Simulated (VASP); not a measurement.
A run of VASP 6.6.1 is set up as follows.

INCAR

```
PREC = Accurate
ENCUT = 520
EDIFF = 1E-6
ISMEAR = 0
SIGMA = 0.05
LREAL = False
LASPH = True
NELM = 60
ALGO = Normal
ISIF = 2
LWAVE = False
LCHARG = True
GGA = PE
LELF = True
LVHAR = True
NBANDS = 14
```

File KPOINTS:

```
regular mesh
0
Gamma
  10 10 10
```

File POSCAR:

```
BaB
1.0
    0.0000000000      3.1823058380      3.1823058380
    3.1823058380      0.0000000000      3.1823058380
    3.1823058380      3.1823058380      0.0000000000
Ba B
1 1
Direct
    0.5000000000      0.5000000000      0.5000000000
    0.0000000000      0.0000000000      0.0000000000
```

Potentials or basis: VASP PAW PBE potentials, release 64 (Ba_sv, B).

Launch:

```bash
$ cat potpaw_PBE.64/Ba_sv/POTCAR potpaw_PBE.64/B/POTCAR > POTCAR
$ mpirun -np 1 vasp_std > vasp.out
```

What does it give for the pressure?

-1.5 GPa.
